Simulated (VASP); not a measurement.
# SnSe2 (P-3m1) in VASP: single point with LDA

Aim: the single point of SnSe2 with LDA.

Everything below comes from runs of VASP 6.6.1. Logs are shortened: lines on timing, memory, paths and dates and some standing lists are left out, and cuts for length are marked.

**1. The cell of the first run**

It takes space group P-3m1 (No. 164, trigonal). The conventional cell has a = 3.515 Å, b = 3.515 Å, c = 5.098 Å, α = 90.00°, β = 90.00°, γ = 120.00°. Sn (site symmetry -3m) has 6 Se at 2.58 Å and 6 Sn at 3.51 Å within 3.6 Å. Se (site symmetry 3m) has 3 Sn at 2.58 Å and 9 Se at 2.79 to 3.51 Å within 3.6 Å.

**2. Single point, LDA**

INCAR reads:

```
SYSTEM = SnSe2
  PREC = Accurate
  ENCUT = 500
  EDIFF = 1E-6
  ISMEAR = 0
  SIGMA = 0.05
  LREAL = .False.
  LASPH = .True.
  NELM = 120
  ALGO = Normal
  ISIF = 2
  LWAVE = .False.
  LCHARG = .True.
  LELF = .True.
  LVHAR = .True.
  NBANDS = 49
  GGA_COMPAT = .False.
```

KPOINTS reads:

```
regular mesh
0
Gamma
  10 10 10
  0 0 0
```

POSCAR reads:

```
SnSe2
1.0
    5.2722997497      3.0439636797      0.0000000000
   -5.2722997497      3.0439636797      0.0000000000
    0.0000000000      0.0000000000      5.0979878257
Sn Se
3 6
Direct
    0.6666666667      0.3333333333      0.0000000000
    0.0000000000      0.0000000000      0.0000000000
    0.3333333333      0.6666666667      0.0000000000
    0.3333333333      0.3333333333      0.3118154295
    0.6666666667      0.0000000000      0.3118154295
    0.0000000000      0.6666666667      0.3118154295
    0.3333333333      0.0000000000      0.6881845705
    0.6666666667      0.6666666667      0.6881845705
    0.0000000000      0.3333333333      0.6881845705
```

Potentials or basis: VASP PAW LDA potentials, release 64 (Sn_d, Se).

The run is started by

```console
cat potpaw_LDA.64/Sn_d/POTCAR potpaw_LDA.64/Se/POTCAR > POTCAR
mpirun -np 1 vasp_std > vasp.out
```

OUTCAR:

```text
SYSTEM = SnSe2
   PREC = Accurate
   ENCUT = 500
   EDIFF = 1E-6
   ISMEAR = 0
   LREAL = .False.
   LASPH = .True.
   NELM = 120
   ISIF = 2

 ion  position               nearest neighbor table
   1  0.667  0.333  0.000-   5 2.58   9 2.58   7 2.58   6 2.58   8 2.58   4 2.58   3 3.51   3 3.51
                             2 3.51   2 3.51   2 3.51   3 3.51
   2  0.000  0.000  0.000-   4 2.58   8 2.58   6 2.58   7 2.58   5 2.58   9 2.58   1 3.51   3 3.51
                             1 3.51   3 3.51   1 3.51   3 3.51
   3  0.333  0.667  0.000-   6 2.58   7 2.58   5 2.58   9 2.58   8 2.58   4 2.58   1 3.51   1 3.51
                             2 3.51   2 3.51   2 3.51   1 3.51
   4  0.333  0.333  0.312-   2 2.58   1 2.58   3 2.58   7 2.79   9 2.79   8 2.79
   5  0.667  0.000  0.312-   1 2.58   2 2.58   3 2.58   9 2.79   8 2.79   7 2.79
   6  0.000  0.667  0.312-   2 2.58   3 2.58   1 2.58   7 2.79   8 2.79   9 2.79
   7  0.333  0.000  0.688-   2 2.58   3 2.58   1 2.58   6 2.79   4 2.79   5 2.79
   8  0.667  0.667  0.688-   2 2.58   1 2.58   3 2.58   5 2.79   6 2.79   4 2.79
   9  0.000  0.333  0.688-   1 2.58   2 2.58   3 2.58   5 2.79   4 2.79   6 2.79

  LATTYP: Found a hexagonal cell.
 ALAT       =     6.0879273595
 C/A-ratio  =     0.8373930116

  Lattice vectors:

 A1 = (   5.2722997497,   3.0439636797,   0.0000000000)
 A2 = (  -5.2722997497,   3.0439636797,   0.0000000000)
 A3 = (   0.0000000000,   0.0000000000,   5.0979878257)

Analysis of symmetry for initial positions (statically):
=====================================================================
 Subroutine PRICEL returns following result:

  LATTYP: Found a hexagonal cell.
 ALAT       =     3.5148664994
 C/A-ratio  =     1.4504072421

  Lattice vectors:

 A1 = (  -1.7574332492,  -3.0439636797,   0.0000000000)
 A2 = (   3.5148664994,   0.0000000000,   0.0000000000)
 A3 = (   0.0000000000,   0.0000000000,   5.0979878257)

   3 primitive cells build up your supercell.

 Routine SETGRP: Setting up the symmetry group for a
 hexagonal supercell.

 Subroutine GETGRP returns: Found 12 space group operations
 (whereof 12 operations were pure point group operations)
 out of a pool of 24 trial point group operations.

The static configuration has the point symmetry D_3d.

Analysis of symmetry for dynamics (positions and initial velocities):
=====================================================================
 Subroutine PRICEL returns following result:

  LATTYP: Found a hexagonal cell.
 ALAT       =     3.5148664994
 C/A-ratio  =     1.4504072421

  Lattice vectors:

 A1 = (  -1.7574332492,  -3.0439636797,   0.0000000000)
 A2 = (   3.5148664994,   0.0000000000,   0.0000000000)
 A3 = (   0.0000000000,   0.0000000000,   5.0979878257)

   3 primitive cells build up your supercell.

 Routine SETGRP: Setting up the symmetry group for a
 hexagonal supercell.

 Subroutine GETGRP returns: Found 12 space group operations
 (whereof 12 operations were pure point group operations)
 out of a pool of 24 trial point group operations.

The dynamic configuration has the point symmetry D_3d.

 Subroutine INISYM returns: Found 12 space group operations
 (whereof 12 operations are pure point group operations),
 and found     3 'primitive' translations

----------------------------------------------------------------------------------------

                                     Primitive cell

  volume of cell :      54.5440

  direct lattice vectors                    reciprocal lattice vectors
    -1.757433249 -3.043963680  0.000000000     0.000000000 -0.328519032  0.000000000
     3.514866499  0.000000000  0.000000000     0.284505827 -0.164259516  0.000000000
     0.000000000  0.000000000  5.097987826     0.000000000  0.000000000  0.196155823

  length of vectors
     3.514866499  3.514866499  5.097987826     0.328519032  0.328519032  0.196155823

  position of ions in fractional coordinates (direct lattice)
     0.000000000  0.000000000  0.000000000
     0.333333333  0.666666667  0.311815430
     0.666666667  0.333333333  0.688184570

  ion indices of the primitive-cell ions
   primitive index   ion index
                 1           1
                 2           5
                 3           9

----------------------------------------------------------------------------------------

 KPOINTS: regular mesh

Automatic generation of k-mesh.
 Grid dimensions read from file:
 generate k-points for:   10   10   10

 Generating k-lattice:

  Cartesian coordinates                     Fractional coordinates (reciprocal lattice)
     0.009483528  0.016425952  0.000000000     0.100000000 -0.000000000  0.000000000
    -0.009483528  0.016425952  0.000000000    -0.000000000  0.100000000  0.000000000
     0.000000000  0.000000000  0.019615582     0.000000000  0.000000000  0.100000000

  Length of vectors
     0.018967055  0.018967055  0.019615582

  Shift w.r.t. Gamma in fractional coordinates (k-lattice)
     0.000000000  0.000000000  0.000000000

 Subroutine IBZKPT returns following result:
 ===========================================

 Found    116 irreducible k-points:

 Following reciprocal coordinates:
            Coordinates               Weight
  0.000000  0.000000  0.000000      1.000000
  0.100000  0.000000  0.000000      6.000000
  0.200000  0.000000  0.000000      6.000000
  0.300000  0.000000  0.000000      6.000000
  0.400000  0.000000  0.000000      6.000000
  0.500000  0.000000  0.000000      3.000000
[... 16 lines left out ...]
  0.200000  0.100000  0.100000     12.000000
 -0.100000  0.300000  0.100000     12.000000
 [... further k-points ...]
   k-points           NKPTS =    116   k-points in BZ     NKDIM =    116   number of bands    NBANDS=     49
   number of dos      NEDOS =    301   number of ions     NIONS =      9
   total plane-waves  NPLWV =  92160
   dimension x,y,z NGX =    48 NGY =   48 NGZ =   40
   dimension x,y,z NGXF=    96 NGYF=   96 NGZF=   80
   ions per type =               3   6
   NGX,Y,Z   is equivalent  to a cutoff of  13.11, 13.11, 13.04 a.u.
   NGXF,Y,Z  is equivalent  to a cutoff of  26.22, 26.22, 26.09 a.u.
 SYSTEM =  SnSe2
   PREC   = accura    normal or accurate (medium, high low for compatibility)
   ISTART =      0    job   : 0-new  1-cont  2-samecut
   ICHARG =      2    charge: 1-file 2-atom 10-const
   ISPIN  =      1    spin polarized calculation?
   LNONCOLLINEAR =      F non collinear calculations
   LSORBIT =      F    spin-orbit coupling
   LASPH  =      T    aspherical Exc in radial PAW
   ENCUT  =  500.0 eV  36.75 Ry    6.06 a.u.  11.10 11.10  9.29*2*pi/ulx,y,z
   NELM   =    120;   NELMIN=  2; NELMDL= -5     # of ELM steps
   EDIFF  = 0.1E-05   stopping-criterion for ELM
   LREAL  =      F    real-space projection
   EDIFFG = 0.1E-04   stopping-criterion for IOM
   NSW    =      0    number of steps for IOM
   IBRION =     -1    ionic relax: 0-MD 1-quasi-New 2-CG
   NFREE  =      0    steps in history (QN), initial steepest desc. (CG)
   ISIF   =      2    stress and relaxation
   ISYM   =      2    0-nonsym 1-usesym 2-fastsym
   POTIM  = 0.5000    time-step for ionic-motion
   TEBEG  =    0.0;   TEEND  =   0.0 temperature during run
   PSTRESS=    0.0 pullay stress
   NELECT =      78.0000    total number of electrons
   NUPDOWN=      -1.0000    fix difference up-down
   EMIN   =  10.00;   EMAX   =-10.00  energy-range for DOS
   EFERMI =   0.00;   METHOD = LEGACY
   ISMEAR =     0;   SIGMA  =   0.05  broadening in eV -4-tet -1-fermi 0-gaus
   EFERMI_NEDOS =   21; number of points for ismear=-14 and -15
   IALGO  =     38    algorithm
   IMIX   =      4    mixing-type and parameters
     AMIX     =   0.40;   BMIX     =  1.00
     AMIX_MAG =   1.60;   BMIX_MAG =  1.00
  volume/ion in A,a.u.               =      18.18       122.69
  Fermi-wavevector in a.u.,A,eV,Ry     =   1.278842  2.416661 22.251472  1.635437
  Thomas-Fermi vector in A             =   2.411362
   LORBIT       =      0    0 simple, 1 ext, 2 COOP (PROOUT), +10 PAW based schemes
   GGA     = CA    functional components
   LHFCALC =     F    Hartree Fock is set to
   AEXX    =    0.0000 exact exchange contribution
   IVDW    =     0    specifies the selected vdW correction
   LEPSILON=     F    determine dielectric tensor
   LRPA    =     F    only Hartree local field effects (RPA)
 non-spin polarized calculation
 Gauss-broadening in eV      SIGMA  =   0.05
  energy-cutoff  :      500.00
  volume of cell :      163.63
 maximum number of plane-waves:      4177
 NGX is ok and might be reduce to    48
   NGX = 23   NGY = 23   NGZ = 19

 number of electron      78.0000002 magnetization

 Free energy of the ion-electron system (eV)
  ---------------------------------------------------
  ext. energy  EPLUGINS =         0.00000000
  ---------------------------------------------------
  free energy    TOTEN  =       -37.59218124 eV

  energy without entropy =      -37.58968078  energy(sigma->0) =      -37.59093101

 E-fermi :   9.3777     XC(G=0): -11.5665

 val. band max:        9.3766022018   @ k =   0.3000   0.3000   0.3000
 cond. band min:       9.3789910989   @ k =   0.3000   0.1000   0.0000
 fundamental gap:      0.0023888971
 Fermi energy:         9.3777317028

 k-point     1 :       0.0000    0.0000    0.0000
  band No.  band energies     occupation
      1     -12.7107      2.00000
      2     -12.7107      2.00000
      3     -12.7107      2.00000
      4     -12.7107      2.00000
      5     -12.6639      2.00000
      6     -12.6639      2.00000
[... 41 lines left out ...]
     48      15.8635      0.00000
     49      15.8674      0.00000

 k-point     2 :       0.1000    0.0000    0.0000
  band No.  band energies     occupation
      1     -12.7342      2.00000
      2     -12.7308      2.00000
      3     -12.6888      2.00000
      4     -12.6860      2.00000
      5     -12.6673      2.00000
      6     -12.6610      2.00000
[... 1136 lines left out ...]
 k-point    24 :      -0.1000    0.3000    0.1000
  band No.  band energies     occupation
      1     -12.7665      2.00000
      2     -12.7536      2.00000
      3     -12.6883      2.00000
      4     -12.6559      2.00000
      5     -12.6487      2.00000
      6     -12.6463      2.00000
[... 41 lines left out ...]
     48      14.1554      0.00000
     49      14.6527      0.00000

 [... further k-points ...]

------------------------ aborting loop because EDIFF is reached ----------------------------------------

  FORCE on cell =-STRESS in cart. coord.  units (eV):
  Direction    XX          YY          ZZ          XY          YZ          ZX
  --------------------------------------------------------------------------------------
  -------------------------------------------------------------------------------------
  Total       31.1827397     31.1827397     31.2529917      0.0000000     -0.0000000      0.0000000
  in kB      305.3208775    305.3208775    306.0087391      0.0000000     -0.0000000      0.0000000
  external PRESSURE =     305.5501647 kB  Pullay stress =       0.0000000 kB

 VOLUME and BASIS-vectors are now :
 -----------------------------------------------------------------------------
  energy-cutoff  :      500.00
  volume of cell :      163.63
      direct lattice vectors                 reciprocal lattice vectors
     5.272299750  3.043963680  0.000000000     0.094835276  0.164259516  0.000000000
    -5.272299750  3.043963680  0.000000000    -0.094835276  0.164259516  0.000000000
     0.000000000  0.000000000  5.097987826     0.000000000  0.000000000  0.196155823

 POSITION                                       TOTAL-FORCE (eV/Angst)
 -----------------------------------------------------------------------------------
      1.75743      3.04396      0.00000        -0.000000     -0.000000     -0.000000
      0.00000      0.00000      0.00000         0.000000     -0.000000     -0.000000
     -1.75743      3.04396      0.00000        -0.000000     -0.000000     -0.000000
      0.00000      2.02931      1.58963        -0.000000      0.000000      0.000060
      3.51487      2.02931      1.58963         0.000000      0.000000      0.000060
     -3.51487      2.02931      1.58963        -0.000000      0.000000      0.000060
      1.75743      1.01465      3.50836        -0.000000     -0.000000     -0.000060
      0.00000      4.05862      3.50836        -0.000000     -0.000000     -0.000060
     -1.75743      1.01465      3.50836         0.000000     -0.000000     -0.000060
 -----------------------------------------------------------------------------------
    total drift:                               -0.000000      0.000000      0.000000

  FREE ENERGIE OF THE ION-ELECTRON SYSTEM (eV)
  ---------------------------------------------------
  free  energy   TOTEN  =       -37.5921812443 eV

  energy  without entropy=      -37.5896807823  energy(sigma->0) =      -37.59093101
```

Run time: 21 min. Hardware: 1 thread of Intel Xeon 8259CL, shared host; peak memory 0.7 GiB.

What came out:

- Free energy: -37.5922 eV
- Pressure: 30.6 GPa
- Band gap on the k mesh: zero (bands 39 and 40 overlap by 1.55 eV)

Levels at points of the mesh, in eV from the Fermi level:
```tsv
k point	band 37	band 38	band 39	band 40	band 41	band 42
(0.00, 0.00, 0.00)	-1.42	-1.42	-1.17	-1.17	-0.18	1.45
(0.50, 0.00, 0.00)	-0.91	-0.91	-0.35	1.18	1.18	1.92
(0.00, 0.00, 0.50)	-0.06	-0.06	-0.06	2.79	3.23	3.23
(0.50, 0.00, 0.50)	-2.28	-1.30	-1.30	1.20	1.96	1.96
```

Caveat: the cell stands under pressure; spin-orbit coupling is left out, which moves the levels of the heavy elements.
